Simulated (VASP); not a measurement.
Write the native input for VASP 6.6.1 that does the following.

```yaml
Task: single point
Functional: PBE
Potentials_or_basis: VASP PAW PBE potentials, release 64 (Si)
Cutoff: 520 eV
k_mesh: 2 × 2 × 2
Occupations: gaussian, width 0.05 eV
Spin: no spin polarisation
Dipole_correction: no
Further_INCAR_settings: LREAL = Auto; ALGO = Normal; EDIFF = 1e-06; NBANDS = 48
```

The structure of Si (a cell with a defect) lies in POSCAR:

```
Si
1.0
    0.0000000000      5.4300000000      5.4300000000
    5.4300000000      0.0000000000      5.4300000000
    5.4300000000      5.4300000000      0.0000000000
Si
17
Direct
   -0.0112771639      0.0010928177      0.0014198895
    0.0958240331      0.1343279006      0.1348080110
   -0.0110031308      0.0010629834      0.5084561694
    0.1270358195      0.1133864641      0.6297604972
   -0.0111017495      0.5079772560      0.0014752302
    0.1267210866      0.6294115101      0.1138676796
    0.0447941068      0.4847952118      0.4852314917
    0.1268716390      0.6294311234      0.6298847145
    0.4696857274      0.0096326888      0.0101378453
    0.6170118785      0.1208564457      0.1212360037
    0.5053798343     -0.0234914365      0.5090146409
    0.6173087477      0.1208389503      0.6405625230
    0.5050947514      0.5086402394     -0.0232402394
    0.6172357274      0.6400265193      0.1213025783
    0.5052808471      0.5085618785      0.5092519337
    0.6715043278      0.6093161142      0.6095687845
    0.4404604972      0.3530687845      0.3531442910
```

The input as run:

INCAR

```
SYSTEM = Si
PREC = Accurate
ENCUT = 520
EDIFF = 1E-6
ISMEAR = 0
SIGMA = 0.05
LREAL = Auto
LASPH = .True.
NELM = 100
ALGO = Normal
ISIF = 2
LWAVE = .False.
LCHARG = .False.
GGA = PE
NBANDS = 48
```

KPOINTS

```
Automatic mesh
0
Gamma
  2 2 2
  0 0 0
```

Potentials or basis: VASP PAW PBE potentials, release 64 (Si).

Command:

```console
$ cat potpaw_PBE.64/Si/POTCAR > POTCAR
$ mpirun -np 1 vasp_std > vasp.out
```

It gave:

* Pressure: 4.9 GPa
* Largest force: 0.414 eV/Å
* Band gap on the k mesh: zero (band 34 reaches 6.88 eV, above the bottom of band 35 at 6.77 eV)

Caveat: the k points lie up to 0.50 Å⁻¹ apart.

Wall time 2.9 min on 1 thread of Intel(R) Xeon(R) Platinum 8488C (Sapphire Rapids), on a shared host, peak memory 0.46 GiB.
